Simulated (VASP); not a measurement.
# Ta (P6_3/mmc) in VASP: further runs

Ta is run at these levels: BLYP; tasks: single point.

Program: VASP 6.6.1. These are calculated values, not measurements. Logs are shortened: lines on timing, memory, paths and dates and some standing lists are left out, and cuts for length are marked.

## (1) The cell of the first run

The structure is hexagonal, space group P6_3/mmc (No. 194). Conventional cell: a = 2.918 Å, b = 2.918 Å, c = 5.252 Å, α = 90.00°, β = 90.00°, γ = 120.00°. Within 3.8 Å of Ta (site symmetry -6m2) lie 12 Ta at 2.92 to 3.12 Å.

## (2) Single point, BLYP

Input file INCAR:

```
SYSTEM = Ta
PREC     = Accurate       ! precision mode
ENCUT    = 520            ! plane-wave cutoff, eV
EDIFF    = 1E-6           ! SCF threshold, eV
ISMEAR   = -1             ! smearing method
SIGMA    = 0.1            ! smearing width, eV
LREAL    = .FALSE.        ! projectors in reciprocal space
LASPH    = .TRUE.         ! aspherical terms in the spheres
NELM     = 100            ! most SCF steps
ALGO     = Normal         ! electronic algorithm
ISIF     = 2              ! what is computed and relaxed
LWAVE    = .FALSE.        ! write WAVECAR
LCHARG   = .FALSE.        ! write CHGCAR
GGA      = B5             ! functional
ALDAX    = 1.0          
AGGAX    = 1.0          
AGGAC    = 1.0          
ALDAC    = 0.0          
NBANDS   = 18             ! bands
```

Input file KPOINTS:

```
Automatic mesh
0
G
  12 12 7
  0 0 0
```

Input file POSCAR:

```
Ta
1.0
    2.9176009711      0.0000000000      0.0000000000
   -1.4588004856      2.5267165590      0.0000000000
    0.0000000000      0.0000000000      5.2523838682
Ta
2
Direct
    0.3333333333      0.6666666667      0.2500000000
    0.6666666667      0.3333333333      0.7500000000
```

Potentials or basis: VASP PAW PBE potentials, release 64 (Ta_pv).

Launch:

```bash
> cat potpaw_PBE.64/Ta_pv/POTCAR > POTCAR
> mpirun -np 1 vasp_std > vasp.out
```

OUTCAR:

```text
SYSTEM = Ta
   PREC = Accurate
   ENCUT = 520
   EDIFF = 1E-6
   ISMEAR = -1
   LREAL = .FALSE.
   LASPH = .TRUE.
   NELM = 100
   ISIF = 2
   GGA = B5

 ion  position               nearest neighbor table
   1  0.333  0.667  0.250-   2 3.12   2 3.12   2 3.12   2 3.12   2 3.12   2 3.12
   2  0.667  0.333  0.750-   1 3.12   1 3.12   1 3.12   1 3.12   1 3.12   1 3.12

  LATTYP: Found a hexagonal cell.
 ALAT       =     2.9176009711
 C/A-ratio  =     1.8002406498

  Lattice vectors:

 A1 = (   2.9176009711,   0.0000000000,   0.0000000000)
 A2 = (  -1.4588004856,   2.5267165590,   0.0000000000)
 A3 = (   0.0000000000,   0.0000000000,   5.2523838682)

Analysis of symmetry for initial positions (statically):
=====================================================================
 Subroutine PRICEL returns:
 Original cell was already a primitive cell.

 Routine SETGRP: Setting up the symmetry group for a
 hexagonal supercell.

 Subroutine GETGRP returns: Found 24 space group operations
 (whereof 12 operations were pure point group operations)
 out of a pool of 24 trial point group operations.

The static configuration has the point symmetry D_3d.
 The point group associated with its full space group is D_6h.

Analysis of symmetry for dynamics (positions and initial velocities):
=====================================================================
 Subroutine PRICEL returns:
 Original cell was already a primitive cell.

 Routine SETGRP: Setting up the symmetry group for a
 hexagonal supercell.

 Subroutine GETGRP returns: Found 24 space group operations
 (whereof 12 operations were pure point group operations)
 out of a pool of 24 trial point group operations.

The dynamic configuration has the point symmetry D_3d.
 The point group associated with its full space group is D_6h.

 Subroutine INISYM returns: Found 24 space group operations
 (whereof 12 operations are pure point group operations),
 and found     1 'primitive' translations

----------------------------------------------------------------------------------------

                                     Primitive cell

  volume of cell :      38.7203

  direct lattice vectors                    reciprocal lattice vectors
     2.917600971  0.000000000  0.000000000     0.342747350  0.197885275  0.000000000
    -1.458800486  2.526716559  0.000000000     0.000000000  0.395770549  0.000000000
     0.000000000  0.000000000  5.252383868     0.000000000  0.000000000  0.190389740

  length of vectors
[... 81 lines left out ...]
   NELM   =    100;   NELMIN=  2; NELMDL= -5     # of ELM steps
   EDIFF  = 0.1E-05   stopping-criterion for ELM
   LREAL  =      F    real-space projection
   EDIFFG = 0.1E-04   stopping-criterion for IOM
   NSW    =      0    number of steps for IOM
   IBRION =     -1    ionic relax: 0-MD 1-quasi-New 2-CG
   NFREE  =      0    steps in history (QN), initial steepest desc. (CG)
   ISIF   =      2    stress and relaxation
   ISYM   =      2    0-nonsym 1-usesym 2-fastsym
   POTIM  = 0.5000    time-step for ionic-motion
   TEBEG  =    0.0;   TEEND  =   0.0 temperature during run
   PSTRESS=    0.0 pullay stress
   NELECT =      22.0000    total number of electrons
   NUPDOWN=      -1.0000    fix difference up-down
   EMIN   =  10.00;   EMAX   =-10.00  energy-range for DOS
   EFERMI =   0.00;   METHOD = LEGACY
   ISMEAR =    -1;   SIGMA  =   0.10  broadening in eV -4-tet -1-fermi 0-gaus
   EFERMI_NEDOS =   21; number of points for ismear=-14 and -15
   IALGO  =     38    algorithm
   IMIX   =      4    mixing-type and parameters
     AMIX     =   0.40;   BMIX     =  1.00
     AMIX_MAG =   1.60;   BMIX_MAG =  1.00
  volume/ion in A,a.u.               =      19.36       130.65
  Fermi-wavevector in a.u.,A,eV,Ry     =   1.355926  2.562329 25.014804  1.838536
  Thomas-Fermi vector in A             =   2.482973
   LORBIT       =      0    0 simple, 1 ext, 2 COOP (PROOUT), +10 PAW based schemes
   GGA     = B5    functional components
   LHFCALC =     F    Hartree Fock is set to
   AEXX    =    0.0000 exact exchange contribution
   IVDW    =     0    specifies the selected vdW correction
   LEPSILON=     F    determine dielectric tensor
   LRPA    =     F    only Hartree local field effects (RPA)
 non-spin polarized calculation
  energy-cutoff  :      520.00
  volume of cell :       38.72
 maximum number of plane-waves:      1087
 NGX is ok and might be reduce to    24
   NGX = 11   NGY = 11   NGZ = 19

 number of electron      22.0000000 magnetization

 Free energy of the ion-electron system (eV)
  ---------------------------------------------------
  ext. energy  EPLUGINS =         0.00000000
  ---------------------------------------------------
  free energy    TOTEN  =       -20.13847674 eV

  energy without entropy =      -20.05375326  energy(sigma->0) =      -20.09611500

 E-fermi :   5.8690     XC(G=0): -11.6215

 val. band max:        5.8345518226   @ k =   0.1667   0.1667   0.1429
 cond. band min:       5.8799466880   @ k =   0.2500   0.2500   0.1429
 fundamental gap:      0.0453948654
 Fermi energy:         5.8690056158

 k-point     1 :       0.0000    0.0000    0.0000
  band No.  band energies     occupation
      1     -28.5698      2.00000
      2     -27.8453      2.00000
      3     -27.6902      2.00000
      4     -27.6902      2.00000
      5     -27.6189      2.00000
      6     -27.6189      2.00000
[... 481 lines left out ...]
      5     -27.8794      2.00000
      6     -27.7740      2.00000
[... 10 lines left out ...]
     17      10.9877      0.00000
     18      12.6805      0.00000

 [... further k-points ...]

------------------------ aborting loop because EDIFF is reached ----------------------------------------

  FORCE on cell =-STRESS in cart. coord.  units (eV):
  Direction    XX          YY          ZZ          XY          YZ          ZX
  --------------------------------------------------------------------------------------
  -------------------------------------------------------------------------------------
  Total        0.2037107      0.2037107      0.2033293     -0.0000000      0.0000000     -0.0000000
  in kB        8.4291851      8.4291851      8.4134010     -0.0000000      0.0000000     -0.0000000
  external PRESSURE =       8.4239238 kB  Pullay stress =       0.0000000 kB

 VOLUME and BASIS-vectors are now :
 -----------------------------------------------------------------------------
  energy-cutoff  :      520.00
  volume of cell :       38.72
      direct lattice vectors                 reciprocal lattice vectors
     2.917600971  0.000000000  0.000000000     0.342747350  0.197885275  0.000000000
    -1.458800486  2.526716559  0.000000000     0.000000000  0.395770549  0.000000000
     0.000000000  0.000000000  5.252383868     0.000000000  0.000000000  0.190389740

 POSITION                                       TOTAL-FORCE (eV/Angst)
 -----------------------------------------------------------------------------------
     -0.00000      1.68448      1.31310        -0.000000     -0.000000      0.000000
      1.45880      0.84224      3.93929         0.000000      0.000000      0.000000
 -----------------------------------------------------------------------------------
    total drift:                                0.000000     -0.000000      0.000000

  FREE ENERGIE OF THE ION-ELECTRON SYSTEM (eV)
  ---------------------------------------------------
  free  energy   TOTEN  =       -20.1384767368 eV

  energy  without entropy=      -20.0537532638  energy(sigma->0) =      -20.09611500
```

It took 23 s on 1 thread of Intel Xeon Platinum 8559C (Emerald Rapids), shared host; peak memory 0.19 GiB.

Results:

```yaml
Free_energy: -20.1385 eV
Pressure: 0.8 GPa
Band_gap_on_the_k_mesh: zero (band 11 reaches 7.07 eV, above the bottom of band 12 at 5.30 eV)
```

Levels at points of the mesh, in eV from the Fermi level:
```
           k point  band 9  band 10  band 11  band 12  band 13  band 14
(0.00, 0.00, 0.00)   -0.70     0.02     0.56     0.56     1.06     1.06
(0.50, 0.00, 0.00)   -3.14    -0.39    -0.29     0.41     0.89     5.15
```

Caveat: the PAW data sets were made with another functional, which shifts forces and pressure a little; spin-orbit coupling is left out, which moves the levels of the heavy elements.

## (3) Single point, BLYP (volume scaled by 0.88)

Input file INCAR:

```
SYSTEM = Ta
AGGAC = 1.0
AGGAX = 1.0
ALDAC = 0.0
ALDAX = 1.0
ALGO = Normal
EDIFF = 1E-6
ENCUT = 520
GGA = B5
ISIF = 2
ISMEAR = -1
LASPH = .TRUE.
LCHARG = .FALSE.
LREAL = .FALSE.
LWAVE = .FALSE.
NBANDS = 18
NELM = 60
PREC = Accurate
SIGMA = 0.1
```

Input file KPOINTS:

```
k-points
0
G
  14 14 7
  0 0 0
```

Input file POSCAR:

```
Ta
1.0
    2.7958902455      0.0000000000      0.0000000000
   -1.3979451228      2.4213119788      0.0000000000
    0.0000000000      0.0000000000      5.0332752726
Ta
2
Direct
    0.3333333333      0.6666666667      0.2500000000
    0.6666666667      0.3333333333      0.7500000000
```

Potentials or basis: VASP PAW PBE potentials, release 64 (Ta_pv).

Launch:

```bash
> cat potpaw_PBE.64/Ta_pv/POTCAR > POTCAR
> mpirun -np 1 vasp_std > vasp.out
```

OUTCAR:

```text
SYSTEM = Ta
   EDIFF = 1E-6
   ENCUT = 520
   GGA = B5
   ISIF = 2
   ISMEAR = -1
   LASPH = .TRUE.
   LREAL = .FALSE.
   NELM = 60
   PREC = Accurate

 ion  position               nearest neighbor table
   1  0.333  0.667  0.250-   2 2.99   2 2.99   2 2.99   2 2.99   2 2.99   2 2.99
   2  0.667  0.333  0.750-   1 2.99   1 2.99   1 2.99   1 2.99   1 2.99   1 2.99

  LATTYP: Found a hexagonal cell.
 ALAT       =     2.7958902455
 C/A-ratio  =     1.8002406499

  Lattice vectors:

[... 693 lines left out ...]
------------------------ aborting loop because EDIFF is reached ----------------------------------------

  FORCE on cell =-STRESS in cart. coord.  units (eV):
  Direction    XX          YY          ZZ          XY          YZ          ZX
  --------------------------------------------------------------------------------------
  -------------------------------------------------------------------------------------
  Total        6.6889714      6.6889714      5.8090086     -0.0000000      0.0000000      0.0000000
  in kB      314.5200731    314.5200731    273.1436150     -0.0000000      0.0000000      0.0000000
  external PRESSURE =     300.7279204 kB  Pullay stress =       0.0000000 kB

 VOLUME and BASIS-vectors are now :
 -----------------------------------------------------------------------------
  energy-cutoff  :      520.00
  volume of cell :       34.07
      direct lattice vectors                 reciprocal lattice vectors
     2.795890245  0.000000000  0.000000000     0.357667831  0.206499619  0.000000000
    -1.397945123  2.421311979  0.000000000     0.000000000  0.412999237  0.000000000
     0.000000000  0.000000000  5.033275273     0.000000000  0.000000000  0.198677788

 POSITION                                       TOTAL-FORCE (eV/Angst)
 -----------------------------------------------------------------------------------
     -0.00000      1.61421      1.25832         0.000000     -0.000000      0.000000
      1.39795      0.80710      3.77496        -0.000000      0.000000      0.000000
 -----------------------------------------------------------------------------------
    total drift:                               -0.000000      0.000000     -0.000000

  FREE ENERGIE OF THE ION-ELECTRON SYSTEM (eV)
  ---------------------------------------------------
  free  energy   TOTEN  =       -19.7226875319 eV

  energy  without entropy=      -19.6440472114  energy(sigma->0) =      -19.68336737
```

OSZICAR:

```text
N       E                     dE             d eps       ncg     rms          rms(c)
DAV:   1     0.176803051648E+03    0.17680E+03   -0.12917E+04  3456   0.129E+03
DAV:   2    -0.161613074981E+02   -0.19296E+03   -0.18933E+03  4228   0.360E+02
DAV:   3    -0.204014653668E+02   -0.42402E+01   -0.41888E+01  4086   0.509E+01
DAV:   4    -0.204312835405E+02   -0.29818E-01   -0.29789E-01  3876   0.442E+00
DAV:   5    -0.204315048310E+02   -0.22129E-03   -0.22128E-03  3922   0.357E-01    0.204E+01
DAV:   6    -0.198951395680E+02    0.53637E+00   -0.51783E-01  3774   0.670E+00    0.103E+01
DAV:   7    -0.197239894122E+02    0.17115E+00   -0.48741E-01  3938   0.625E+00    0.468E-01
DAV:   8    -0.197226223955E+02    0.13670E-02   -0.10948E-02  3786   0.928E-01    0.111E-01
DAV:   9    -0.197226831603E+02   -0.60765E-04   -0.19433E-04  4124   0.114E-01    0.659E-02
DAV:  10    -0.197226893808E+02   -0.62205E-05   -0.51452E-05  4008   0.614E-02    0.899E-03
DAV:  11    -0.197226879486E+02    0.14322E-05   -0.30142E-06  3596   0.135E-02    0.398E-03
DAV:  12    -0.197226875319E+02    0.41668E-06   -0.53012E-07  1820   0.725E-03
   1 F= -.19722688E+02 E0= -.19683367E+02  d E =-.786403E-01
```

It took 31 s on 1 thread of Intel Xeon Platinum 8559C (Emerald Rapids), shared host; peak memory 0.19 GiB.

What came out:

```yaml
Free_energy: -19.7227 eV
Pressure: 30.1 GPa
Band_gap_on_the_k_mesh: zero (band 11 reaches 8.54 eV, above the bottom of band 12 at 6.32 eV)
```

Stress tensor (GPa, compression positive):
```
31.45  0.00  0.00
 0.00 31.45  0.00
 0.00  0.00 27.31
```

Caveat: the PAW data sets were made with another functional, which shifts forces and pressure a little; spin-orbit coupling is left out, which moves the levels of the heavy elements.
